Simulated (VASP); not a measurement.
Set up this calculation in VASP 6.6.1, as the native input.

```yaml
Task: single point
Functional: PBE
Potentials_or_basis: VASP PAW PBE potentials, release 64 (Li_sv, Br)
Cutoff: 750 eV
k_mesh: 8 × 8 × 8
Occupations: methfessel-paxton, width 0.0759 eV
Spin: no spin polarisation
Dipole_correction: no
Further_INCAR_settings: ALGO = Normal; EDIFF = 1e-06; NBANDS = 12
```

The structure of LiBr lies in POSCAR:

```
LiBr
1.0
    0.0000000000      2.7569270000      2.7569270000
    2.7569270000      0.0000000000      2.7569270000
    2.7569270000      2.7569270000      0.0000000000
Li Br
1 1
Direct
    0.0000000000      0.0000000000      0.0000000000
    0.5000000000      0.5000000000      0.5000000000
```

One way to write it, as run:

INCAR

```
PREC     = Accurate       # precision mode
ENCUT    = 750            # plane-wave cutoff, eV
EDIFF    = 1E-6           # SCF threshold, eV
ISMEAR   = 1              # smearing method
SIGMA    = 0.0759         # smearing width, eV
LREAL    = F              # projectors in reciprocal space
LASPH    = T              # aspherical terms in the spheres
NELM     = 120            # most SCF steps
ALGO     = Normal         # electronic algorithm
ISIF     = 2              # what is computed and relaxed
LWAVE    = F              # write WAVECAR
LCHARG   = F              # write CHGCAR
GGA      = PE             # functional
NBANDS   = 12             # bands
GGA_COMPAT= F
```

KPOINTS

```
regular mesh
0
Gamma
  8 8 8
```

Potentials or basis: VASP PAW PBE potentials, release 64 (Li_sv, Br).

The run is started by

```sh
$ cat potpaw_PBE.64/Li_sv/POTCAR potpaw_PBE.64/Br/POTCAR > POTCAR
$ mpirun -np 1 vasp_std > vasp.out
```

It gave:

```yaml
Pressure: -0.1 GPa
Band_gap_on_the_k_mesh: 4.91 eV, direct
```

It took 12 s on 1 thread of Intel(R) Xeon(R) 6975P-C (Granite Rapids) (shared host), peak memory 0.21 GiB.
